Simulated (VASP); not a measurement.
# Al13Ni3 (P1) in VASP: further runs

Runs on Al13Ni3. Level: PBE. Tasks: single point.

All numbers are computed with VASP 6.6.1; they aren't measurements. Logs are shortened: lines on timing, memory, paths and dates and some standing lists are left out, and cuts for length are marked.

### Step 1. The cell of the first run

The typed cell holds 16 atoms: a = 5.640 Å, b = 5.640 Å, c = 7.618 Å, α = 93.97°, β = 93.97°, γ = 85.81°.

### Step 2. Single point, PBE, collinear spin, ferromagnetic start

The input, INCAR:

```
SYSTEM = Al13Ni3
  ALGO = Fast
  EDIFF = 1E-6
  ENCUT = 520
  GGA = PE
  ISIF = 2
  ISMEAR = 0
  ISPIN = 2
  ISYM = 0
  LASPH = .TRUE.
  LCHARG = .FALSE.
  LMAXMIX = 4
  LORBIT = 11
  LREAL = Auto
  LWAVE = .FALSE.
  MAGMOM = 0 0 0 0 0 0 0 0 0 0 0 0 0 2 2 2
  NBANDS = 52
  NELM = 150
  PREC = Accurate
  SIGMA = 0.1
```

The input, KPOINTS:

```
Automatic mesh
0
Gamma
  2 2 2
  0.5 0.5 0.5
```

The input, POSCAR:

```
Al13Ni3
1.0
    5.6319080910      0.2018973038     -0.2210105716
    0.2018973038      5.6318534559     -0.2210890429
   -0.2210105716     -0.2210890429      7.6112154005
Al Ni
13 3
Direct
    0.0201285868      0.0208065348      0.9994370104
    0.5085784722      1.0361404380      0.9818551554
    1.0351339068      0.5089854028      0.9820033806
    0.2219810711      0.2233269582      0.3051887875
    0.5282677049      0.5289793595     -0.0277385099
    0.5429258843     -0.0688078755      0.5132925967
    0.7096886852      0.2588901881      0.2762692047
    0.9304207636      0.5441242352      0.5132143258
    0.2583740731      0.7110125277      0.2757223329
    0.2512387828      0.2522340478      0.7055911983
    0.7654971736      0.7663316368      0.2283945434
    0.7642360673      0.2459519760      0.7296817272
    0.2450175946      0.7650738961      0.7299521117
    0.9801692926      0.9808770257      0.4956362795
    0.4786528370      0.4798676767      0.5176189314
    0.7745461543      0.7753170746      0.7760824278
```

Potentials or basis: VASP PAW PBE potentials, release 64 (Al, Ni).

The run is started by

```bash
$ cat potpaw_PBE.64/Al/POTCAR potpaw_PBE.64/Ni/POTCAR > POTCAR
$ mpirun -np 1 vasp_std > vasp.out
```

OUTCAR:

```text
SYSTEM = Al13Ni3
   EDIFF = 1E-6
   ENCUT = 520
   GGA = PE
   ISIF = 2
   ISMEAR = 0
   ISPIN = 2
   ISYM = 0
   LASPH = .TRUE.
   LORBIT = 11
   LREAL = Auto
   NELM = 150
   PREC = Accurate

 ion  position               nearest neighbor table
   1  0.020  0.021  0.999-  16 2.52   4 2.74  13 2.75  12 2.76   3 2.77   2 2.78  11 2.86   2 2.87
                             3 2.88   9 3.01   7 3.02  10 3.08
   2  0.509  0.036  0.982-  16 2.56   7 2.71  11 2.76  10 2.77   1 2.78  13 2.79   5 2.80  12 2.85
                             5 2.85   1 2.87   4 3.12
   3  0.035  0.509  0.982-  16 2.56   9 2.71  11 2.76  10 2.77   1 2.77  12 2.79   5 2.80   5 2.85
                            13 2.85   1 2.88   4 3.12
   4  0.222  0.223  0.305-  15 2.54  14 2.58   1 2.74   7 2.80   9 2.80   8 2.83   6 2.83   7 2.88
                             9 2.88  10 3.04   3 3.12   2 3.12
   5  0.528  0.529  0.972-  11 2.63  16 2.64  13 2.71  12 2.71   2 2.80   3 2.80   3 2.85   2 2.85
                            10 2.91   9 2.94   7 2.94
   6  0.543  0.931  0.513-  16 2.49  14 2.52  15 2.60   9 2.64  12 2.66  11 2.66  13 2.69  10 2.77
                             4 2.83   7 2.92   8 2.97  15 3.09  14 3.16
   7  0.710  0.259  0.276-  15 2.53   8 2.64  14 2.69   2 2.71  11 2.77   4 2.80   4 2.88   6 2.92
                             5 2.94  11 2.95   1 3.02
   8  0.930  0.544  0.513-  16 2.49  14 2.51  15 2.60   7 2.64  13 2.66  11 2.66  12 2.69  10 2.77
                             4 2.83   9 2.92   6 2.97  15 3.08  14 3.16
   9  0.258  0.711  0.276-  15 2.53   6 2.64  14 2.69   3 2.71  11 2.78   4 2.80   4 2.88   8 2.92
                             5 2.94  11 2.95   1 3.01
  10  0.251  0.252  0.706-  15 2.47  14 2.63   6 2.77   8 2.77  12 2.77  13 2.77   3 2.77   2 2.77
                            13 2.88  12 2.88   5 2.91   4 3.04   1 3.08
  11  0.765  0.766  0.228-  14 2.57   5 2.63   8 2.66   6 2.66   3 2.76   2 2.76   7 2.77   9 2.78
                             1 2.86   9 2.95   7 2.95
  12  0.764  0.246  0.730-  14 2.56  15 2.56   6 2.66   8 2.69  16 2.70   5 2.71   1 2.76  10 2.77
                             3 2.79   2 2.85  10 2.88  16 2.99
  13  0.245  0.765  0.730-  14 2.56  15 2.56   8 2.66   6 2.69  16 2.70   5 2.71   1 2.75  10 2.77
                             2 2.79   3 2.85  10 2.88  16 2.99
  14  0.980  0.981  0.496-   8 2.51   6 2.52  12 2.56  13 2.56  11 2.57   4 2.58  10 2.63   7 2.69
                             9 2.69  16 2.85   6 3.16   8 3.16
  15  0.479  0.480  0.518-  10 2.47   7 2.53   9 2.53   4 2.54  13 2.56  12 2.56   6 2.60   8 2.60
                            16 2.99   8 3.08   6 3.09
  16  0.775  0.775  0.776-   8 2.49   6 2.49   1 2.52   2 2.56   3 2.56   5 2.64  13 2.70  12 2.70
                            14 2.85  12 2.99  13 2.99  15 2.99

IMPORTANT INFORMATION: All symmetrisations will be switched off!
NOSYMM: (Re-)initialisation of all symmetry stuff for point group C_1.

----------------------------------------------------------------------------------------

[... 154 lines left out ...]
 cond. band min:       8.4677340836   @ k =  -0.2500   0.2500  -0.2500
 fundamental gap:      0.3281981412
 Fermi energy:         8.2943610771

 spin component 1

 k-point     1 :       0.2500    0.2500    0.2500
  band No.  band energies     occupation
      1      -1.8861      1.00000
      2      -0.8386      1.00000
      3       0.2925      1.00000
      4       0.6251      1.00000
      5       1.7008      1.00000
      6       1.8772      1.00000
[... 185 lines left out ...]
     45      11.6899      0.00000
     46      11.9996      0.00000
 Fermi energy:         8.2943610771

 spin component 2

 k-point     1 :       0.2500    0.2500    0.2500
  band No.  band energies     occupation
      1      -1.8861      1.00000
      2      -0.8387      1.00000
      3       0.2925      1.00000
      4       0.6250      1.00000
      5       1.7008      1.00000
      6       1.8771      1.00000
[... 185 lines left out ...]
     45      11.6898      0.00000
     46      11.9996      0.00000
 [bands above 46 left out]

------------------------ aborting loop because EDIFF is reached ----------------------------------------

  FORCE on cell =-STRESS in cart. coord.  units (eV):
  Direction    XX          YY          ZZ          XY          YZ          ZX
  --------------------------------------------------------------------------------------
  -------------------------------------------------------------------------------------
  Total       -0.1004662     -0.0658392      0.0559661      0.0556460     -0.0525580     -0.0720582
  in kB       -0.6690909     -0.4384795      0.3727266      0.3705945     -0.3500289     -0.4798975
  external PRESSURE =      -0.2449479 kB  Pullay stress =       0.0000000 kB

 VOLUME and BASIS-vectors are now :
 -----------------------------------------------------------------------------
  energy-cutoff  :      520.00
  volume of cell :      240.57
      direct lattice vectors                 reciprocal lattice vectors
     5.631908091  0.201897304 -0.221010572     0.177977179 -0.006184508  0.004988364
     0.201897304  5.631853456 -0.221089043    -0.006184508  0.177979052  0.004990317
    -0.221010572 -0.221089043  7.611215400     0.004988364  0.004990317  0.131674868

 POSITION                                       TOTAL-FORCE (eV/Angst)
 -----------------------------------------------------------------------------------
     -0.10332     -0.09972      7.59788         0.007952      0.008781     -0.001940
      2.65456      0.08914      7.35272        -0.004405      0.003391      0.003050
      0.08360      2.65651      7.35394         0.004455      0.001651      0.001911
      1.22782      1.23509      2.22442         0.002142     -0.003813     -0.005834
      2.86707      2.87083      7.16639        -0.010072     -0.008076      0.008095
      3.13227      5.24047      3.58091         0.001391      0.005584      0.003631
[... 8 lines left out ...]
      2.67821      2.68474      3.72783        -0.002844     -0.002226     -0.003129
      4.34718      4.35127      5.56433        -0.000516     -0.000179     -0.000943
 -----------------------------------------------------------------------------------
    total drift:                                0.001347      0.000583     -0.011546

  FREE ENERGIE OF THE ION-ELECTRON SYSTEM (eV)
  ---------------------------------------------------
  free  energy   TOTEN  =       -68.3517231269 eV

  energy  without entropy=      -68.3488808486  energy(sigma->0) =      -68.35030199

 total charge

# of ion       s       p       d       tot
------------------------------------------
    1        0.429   0.349   0.000   0.778
    2        0.415   0.360   0.000   0.775
    3        0.415   0.360   0.000   0.775
    4        0.413   0.357   0.000   0.770
    5        0.422   0.365   0.000   0.787
    6        0.412   0.385   0.000   0.796
[... 8 lines left out ...]
   15        0.487   0.469   8.408   9.365
   16        0.462   0.459   8.405   9.326
--------------------------------------------------
tot          6.837   6.161  25.225  38.224

 magnetization (x)

# of ion       s       p       d       tot
------------------------------------------
    1       -0.000  -0.000   0.000  -0.000
    2       -0.000  -0.000   0.000  -0.000
    3       -0.000  -0.000   0.000  -0.000
    4       -0.000  -0.000   0.000  -0.000
    5       -0.000  -0.000   0.000  -0.000
    6        0.000   0.000   0.000   0.000
[... 8 lines left out ...]
   15       -0.000   0.000   0.000   0.000
   16       -0.000  -0.000   0.000   0.000
--------------------------------------------------
tot         -0.000  -0.000   0.000   0.000
```

OSZICAR:

```text
N       E                     dE             d eps       ncg     rms          rms(c)
DAV:   1     0.321431947862E+03    0.32143E+03   -0.24899E+04   832   0.119E+03
DAV:   2    -0.450207786435E+02   -0.36645E+03   -0.34543E+03   844   0.264E+02
DAV:   3    -0.729111524463E+02   -0.27890E+02   -0.26012E+02  1032   0.800E+01
DAV:   4    -0.739179137376E+02   -0.10068E+01   -0.99410E+00  1032   0.145E+01
[... 11 lines left out ...]
RMM:  16    -0.683516911391E+02   -0.92177E-04   -0.14565E-03  1099   0.179E-01    0.150E-01
RMM:  17    -0.683517173258E+02   -0.26187E-04   -0.47776E-04  1094   0.776E-02    0.753E-02
RMM:  18    -0.683517212952E+02   -0.39694E-05   -0.92364E-05  1087   0.471E-02    0.271E-02
RMM:  19    -0.683517230309E+02   -0.17357E-05   -0.33601E-05  1025   0.244E-02    0.115E-02
RMM:  20    -0.683517231269E+02   -0.96064E-07   -0.47871E-06   788   0.884E-03
   1 F= -.68351723E+02 E0= -.68350302E+02  d E =-.284228E-02  mag=    -0.0002
```

Run time: 97 s. Hardware: 1 thread of Intel Xeon 6975P-C (Granite Rapids), shared host; peak memory 0.4 GiB.

Results:

| Property | Result |
| --- | --- |
| Free energy | -68.3517 eV |
| Pressure | 0.0 GPa |
| Largest force | 0.015 eV/Å |
| Net moment | 0.00 μB per cell |
| Valence electrons inside the program's atomic spheres | Al 0.78, 0.77, 0.79, 0.80 (each value once); Ni 9.36, 9.37, 9.33 |

Forces on the atoms (eV/Å):
```
Al   0.008  0.009 -0.002
Al  -0.004  0.003  0.003
Al   0.004  0.002  0.002
Al   0.002 -0.004 -0.006
Al  -0.010 -0.008  0.008
Al   0.001  0.006  0.004
Al  -0.002  0.011 -0.008
Al   0.006 -0.005  0.003
Al   0.008 -0.007 -0.001
Al   0.004  0.002  0.007
Al  -0.006 -0.004 -0.002
Al  -0.005  0.000  0.003
Al  -0.002 -0.003  0.001
Ni  -0.002  0.001 -0.008
Ni  -0.003 -0.002 -0.003
Ni  -0.001  0.000 -0.001
```

Levels at points of the mesh, in eV from the Fermi level:
Spin up:
```csv
k point,band 31,band 32,band 33,band 34,band 35,band 36,band 37,band 38,band 39,band 40
"(0.25, 0.25, 0.25)",-1.13,-0.88,-0.58,0.23,0.73,0.74,0.94,1.47,1.65,2.07
```
Spin down:
```
           k point  band 32  band 33  band 34  band 35  band 36  band 37  band 38  band 39
(0.25, 0.25, 0.25)    -0.88    -0.58     0.23     0.73     0.74     0.94     1.47     1.65
```

Caveat: the k points lie up to 0.56 Å⁻¹ apart; the moments typed at the start vanished in this run.

### Step 3. Single point, PBE, collinear spin, ferromagnetic start

This run uses another cell than the first one, of 16.09 Å³/atom.

The input, INCAR:

```
PREC = Accurate ; ENCUT = 520
EDIFF = 1E-7 ; ISMEAR = 0
SIGMA = 0.1 ; LREAL = Auto
LASPH = True ; NELM = 150
ALGO = Normal ; ISIF = 2
LWAVE = False ; LCHARG = False
ISPIN = 2 ; MAGMOM = 0 0 0 0 0 0 0 0 0 0 0 0 0 2 2 2
LORBIT = 11 ; LMAXMIX = 4
GGA = PE ; NBANDS = 52
ISYM = 0
```

KPOINTS is that of step 2.

The input, POSCAR:

```
Al13Ni3
1.0
    6.5379394115     -0.0439085208      0.0310895649
   -0.0439085208      6.2784541934      0.1390983698
    0.0310895649      0.1390983698      6.2744196659
Al Ni
13 3
Direct
    0.6124206508     -0.0424328928      1.0403703632
    0.0774049213      0.4378116215      0.8780657918
    1.0763245703      1.1198142204      0.5609303125
    0.2604646670      0.1628089130      0.1731055781
    0.4896761530      0.5141297890     -0.0015053994
    0.4868382617     -0.0047447874      0.4858465018
    0.8307047078      0.2772706749      0.2245887396
    0.0626631010      0.7697590912      0.2384239163
    0.3289325259      0.4876787599      0.5093589693
    0.6635753116      0.6476334637      0.3495135042
    0.7164041514      0.2826951894      0.7144642487
    0.2578593554      0.8258177926      0.8410802322
    0.8306609638      0.7719473141      0.7217688898
    0.9686938024      1.0533751093      0.9455364753
    0.9621871131      0.4950469827      0.5022010905
    0.3716989517      0.1938312592      0.8041126029
```

Potentials or basis: VASP PAW PBE potentials, release 64 (Al, Ni).

The run is started by

```bash
$ cat potpaw_PBE.64/Al/POTCAR potpaw_PBE.64/Ni/POTCAR > POTCAR
$ mpirun -np 1 vasp_std > vasp.out
```

Run time: 2.9 min. Hardware: 1 thread of Intel Xeon 6975P-C (Granite Rapids), shared host; peak memory 0.43 GiB.

It converged, with:

| Quantity | Value |
| --- | --- |
| Free energy | -69.0648 eV |
| Pressure | 0.0 GPa |
| Largest force | 0.018 eV/Å |
| Net moment | 0.00 μB per cell |
| Valence electrons inside the program's atomic spheres | Al 0.77, 0.79, 0.80, 0.78, 0.75, 0.83 (each value once); Ni 9.49, 9.59, 9.54 |

Forces on the atoms (eV/Å):
```
Al   0.009  0.005  0.007
Al   0.000  0.001  0.002
Al   0.004 -0.007 -0.014
Al  -0.004  0.004  0.004
Al  -0.012 -0.012 -0.002
Al   0.005  0.003  0.012
Al   0.004 -0.003 -0.004
Al  -0.012  0.012 -0.002
Al   0.001  0.000  0.002
Al   0.000  0.000 -0.008
Al   0.000 -0.006 -0.017
Al  -0.007 -0.006  0.005
Al   0.012  0.010  0.001
Ni  -0.014  0.007 -0.004
Ni   0.000 -0.003  0.010
Ni   0.015 -0.006  0.005
```

Stress tensor (GPa, compression positive):
```
 0.05  0.08  0.12
 0.08 -0.03  0.09
 0.12  0.09  0.02
```

Levels at points of the mesh, in eV from the Fermi level:
Spin up:
```tsv
k point	band 30	band 31	band 32	band 33	band 34	band 35	band 36	band 37	band 38	band 39
(0.25, 0.25, 0.25)	-1.67	-1.42	-1.05	-0.90	-0.40	0.16	0.56	0.72	0.98	1.20
```
Spin down:
```csv
k point,band 30,band 31,band 32,band 33,band 34,band 35,band 36,band 37,band 38,band 39
"(0.25, 0.25, 0.25)",-1.67,-1.42,-1.05,-0.90,-0.40,0.16,0.56,0.72,0.98,1.20
```

Caveat: the k points lie up to 0.50 Å⁻¹ apart; the moments typed at the start vanished in this run.
